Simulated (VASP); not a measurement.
## MgF2: single point with LDA

The system is MgF2.

```
Mg F
1.0
     4.55604    0.00000    0.00000
     0.00000    4.55604    0.00000
     0.00000    0.00000    3.01212
Mg F
2 4
Direct
  0.00000 0.00000 0.00000
  0.50000 0.50000 0.50000
  0.30297 0.30297 0.00000
  0.19703 0.80297 0.50000
  0.69703 0.69703 0.00000
  0.80297 0.19703 0.50000
```

| Property | Result |
| --- | --- |
| Program | VASP 6.6.1 |
| Task | single point |
| Functional | LDA |
| Potentials or basis | VASP PAW LDA potentials, release 64 (Mg_sv, F) |
| Cutoff | 840 eV |
| k mesh | 6 × 6 × 8 |
| Occupations | gaussian, width 0.02 eV |
| Spin | no spin polarisation |

| Quantity | Value |
| --- | --- |
| Pressure | 0.3 GPa |
| Largest force | 0.011 eV/Å |
| Band gap on the k mesh | 7.07 eV |

Forces on the atoms (eV/Å):
```
Mg   0.000  0.000  0.000
Mg   0.000  0.000  0.000
F   -0.008 -0.008  0.000
F    0.008 -0.008  0.000
F    0.008  0.008  0.000
F   -0.008  0.008  0.000
```

Stress tensor (GPa, compression positive):
```
0.17 0.00 0.00
0.00 0.17 0.00
0.00 0.00 0.45
```

Levels at points of the mesh, in eV from the valence-band top:
```csv
k point,band 21,band 22,band 23,band 24,band 25,band 26,band 27,band 28
"(0.00, 0.00, 0.00)",-0.75,-0.33,-0.33,0.00,7.07,12.13,12.13,13.52
"(0.50, 0.00, 0.00)",-1.03,-1.03,-0.41,-0.41,9.52,9.52,13.38,13.38
"(0.50, 0.50, 0.00)",-1.01,-1.01,-0.85,-0.85,11.23,11.23,11.35,11.35
"(0.00, 0.00, 0.50)",-1.28,-1.28,-0.93,-0.93,11.84,11.84,14.82,14.82
"(0.50, 0.00, 0.50)",-0.79,-0.79,-0.72,-0.72,12.70,12.70,13.50,13.50
"(0.50, 0.50, 0.50)",-0.66,-0.66,-0.51,-0.51,13.13,13.13,13.44,13.44
```

Wall time 100 s on 1 thread of Intel(R) Xeon(R) Platinum 8375C CPU @ 2.90GHz (Ice Lake), with other jobs on the host, peak memory 0.29 GiB.

A k mesh can miss the band edges.
